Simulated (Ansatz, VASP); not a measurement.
One calculation of Nb, two programs

```
Nb
1.0
    -1.45459    1.60092    1.62730
     1.61901   -1.98183    2.17263
     1.21830    1.74554   -2.00821
Nb
1
Direct
  0.00000 0.00000 0.00000
```

Change from the starting cell: cell sheared at random, sigma 0.1, atoms nudged by 0.01 Å.

Alike in both runs: task single point; functional PBE; k mesh 12 × 11 × 13; occupations fermi-dirac, width 0.05 eV; no spin polarisation.

|  | VASP | Ansatz |
| --- | --- | --- |
| version | VASP 6.6.1 | Ansatz 0.2.0 |
| potentials or method | VASP PAW PBE potentials, release 64 (Nb_sv), cutoff 520 eV | all-electron LAPW, scalar-relativistic |

|  | VASP | Ansatz | Ansatz less VASP |
| --- | --- | --- | --- |
| gap on the k mesh at the Fermi level (eV) | none | none | - |
| pressure (GPa) | 11.1 | 11.4 | +0.31 |
| traceless stress, the component that is largest in VASP (GPa) | 15.09 | 15.12 | +0.031 |

A gap of «none» marks a metal or a gap that the smearing closes. Ansatz ran all-electron here, and VASP with PAW potentials.
